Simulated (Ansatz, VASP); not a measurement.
This is a calculation of CdS for VASP 6.6.1.

File INCAR:

```
PREC = Accurate
ENCUT = 520
EDIFF = 1E-6
ISMEAR = 0
SIGMA = 0.03
LREAL = False
LASPH = True
NELM = 80
ALGO = Normal
ISIF = 2
LWAVE = False
LCHARG = False
GGA = PE
NBANDS = 16
```

Contents of KPOINTS:

```
Automatic mesh
0
Gamma
  8 8 8
```

POSCAR

```
CdS
1.0
    0.0000000000      2.9165000000      2.9165000000
    2.9165000000      0.0000000000      2.9165000000
    2.9165000000      2.9165000000      0.0000000000
Cd S
1 1
Direct
    0.0000000000      0.0000000000      0.0000000000
    0.7500000000      0.7500000000      0.7500000000
```

Potentials or basis: VASP PAW PBE potentials, release 64 (Cd, S).

The run is started by

```bash
$ cat potpaw_PBE.64/Cd/POTCAR potpaw_PBE.64/S/POTCAR > POTCAR
$ mpirun -np 1 vasp_std > vasp.out
```

Question: Translate it to Ansatz 0.2.0. Potentials there: Ansatz PAW.

Answer: As run (the cutoff follows the program's own potentials):

The input input.yaml:

```yaml
crystal:
  lattice:
    - [0.0, 2.9165, 2.9165]
    - [2.9165, 0.0, 2.9165]
    - [2.9165, 2.9165, 0.0]
  atoms:
    - { symbol: Cd, position: [0.0, 0.0, 0.0] }
    - { symbol: S, position: [0.75, 0.75, 0.75] }
hamiltonian:
  xc: pbe
  pseudopotentials: { kind: paw }
kpoints:
  mp_grid: { grid: [8, 8, 8] }
scf:
  occupations: { method: gaussian, width: 0.03 }
output:
  forces: true
  stress: true
  eigenvalues: true
```

Potentials or basis: Ansatz PAW.

Command:

```console
$ ansatz run input.yaml --threads 2 --pin off --max-ram 5632MiB --backend cpu --events-out ev --progress --plain --runs-dir out
```

Both were run:

|  | VASP | Ansatz | Ansatz less VASP |
| --- | --- | --- | --- |
| gap on the k mesh at the Fermi level (eV) | 1.15 | 1.15 | -0.004 |
| least direct gap on the mesh (eV) | 1.15 | 1.15 | -0.004 |
| pressure (GPa) | 3.2 | 2.8 | -0.36 |

The functional is the same, so the differences come from potentials, cutoffs and numerics. VASP's potentials hold 18 valence electrons a cell and Ansatz's 26, so a difference there can come from the potentials and not from the codes.
